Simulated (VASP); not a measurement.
Set up this calculation in VASP 6.6.1, as the native input.

```
Task                   : relaxation of cell and atoms
Functional             : PBE
Potentials or basis    : VASP PAW PBE potentials, release 64 (Sn_d, Te)
Cutoff                 : 600 eV
k mesh                 : 3 × 3 × 4
Occupations            : gaussian, width 0.1 eV
Spin                   : no spin polarisation
Dipole correction      : no
Further INCAR settings : ALGO = Normal; EDIFF = 1e-06; IBRION = 2; EDIFFG = -0.04; NSW = 90; ISIF = 3
```

The structure of SnTe5 lies in POSCAR:

```
SnTe5
1.0
    6.6395002800      0.0000000000      0.0000000000
   -3.3197501400      5.7499759100      0.0000000000
    0.0000000000      0.0000000000      6.0877263400
Sn Te
1 5
Direct
    0.0000000000      0.0000000000      0.0000000000
    0.3130345300      0.0000000000      0.5000000000
    0.6869654700      0.6869654700      0.5000000000
    0.0000000000      0.3130345300      0.5000000000
    0.3333333300      0.6666666700      0.0000000000
    0.6666666700      0.3333333300      0.0000000000
```

The cell was generated, and may not be a known phase.

One way to write it, as run:

INCAR

```
ALGO     = Normal         # electronic algorithm
EDIFF    = 1E-6           # SCF threshold, eV
EDIFFG   = -0.04          # ionic threshold
ENCUT    = 600            # plane-wave cutoff, eV
GGA      = PE             # functional
IBRION   = 2              # ionic algorithm
ISIF     = 3              # what is computed and relaxed
ISMEAR   = 0              # smearing method
LASPH    = T              # aspherical terms in the spheres
LCHARG   = F              # write CHGCAR
LREAL    = F              # projectors in reciprocal space
LWAVE    = F              # write WAVECAR
NELM     = 100            # most SCF steps
NSW      = 90             # ionic steps
PREC     = Accurate       # precision mode
SIGMA    = 0.1            # smearing width, eV
```

KPOINTS

```
k-points
0
Gamma
  3 3 4
```

Potentials or basis: VASP PAW PBE potentials, release 64 (Sn_d, Te).

Launch:

```console
$ cat potpaw_PBE.64/Sn_d/POTCAR potpaw_PBE.64/Te/POTCAR > POTCAR
$ mpirun -np 1 vasp_std > vasp.out
```

It gave:

```json
{
 "Relaxed volume": "30.82 Å³/atom",
 "Relaxed cell": "a = 6.836 Å, b = 6.836 Å, c = 4.569 Å, α = 90.00°, β = 90.00°, γ = 120.00°",
 "Space group after relaxing (to 0.1 Å)": "P-62m (No. 189)",
 "Energy gained by relaxing": "402.4 meV/atom",
 "Ionic steps": "19",
 "Pressure after relaxing": "0.0 GPa",
 "Largest force after relaxing": "0.008 eV/Å",
 "Band gap on the k mesh": "zero (bands 22 and 23 overlap by 0.80 eV)"
}
```

Caveat: the k points lie up to 0.35 Å⁻¹ apart in the final cell, too coarse for converged energies and pressures of a metal; the volume moved by over 15 % at a fixed basis, so the end points are rough; semilocal functionals underestimate gaps, and a narrow one can read as zero; spin-orbit coupling is left out, which moves the levels of the heavy elements.

It took 30 min on 1 thread of Intel Xeon 8259CL, with other jobs on the host, peak memory 0.43 GiB.
